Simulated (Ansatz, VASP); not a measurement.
# Two plane-wave programs on BaTiO3

```
CELL_PARAMETERS angstrom
3.93348 0.00000 0.00000
0.00000 3.93348 0.00000
0.00000 0.00000 3.93348
ATOMIC_POSITIONS crystal
Ba 0.50000 0.50000 0.50000
Ti 0.00000 0.00000 0.00000
O 0.50000 0.00000 0.00000
O 0.00000 0.50000 0.00000
O 0.00000 0.00000 0.50000
```

Alike in both runs: task single point; functional PBEsol; k mesh 4 × 4 × 4; no spin polarisation.

|  | VASP | Ansatz |
| --- | --- | --- |
| version | VASP 6.6.1 | Ansatz 0.2.0 |
| potentials or method | VASP PAW PBE potentials, release 64 (Ba_sv, Ti_sv, O), cutoff 600 eV | plane waves, PAW |
| occupations | gaussian, width 0.01 eV | fixed |
| valence electrons in the cell | 40 | 40 |

VASP gave:

| Quantity | Value |
| --- | --- |
| pressure (GPa) | 7.4 |

Problem. Which values does Ansatz return?

Solution. Pressure (GPa): 5.4.

VASP's potentials were made for PBE, not for PBEsol.

Spin-orbit coupling is off throughout.
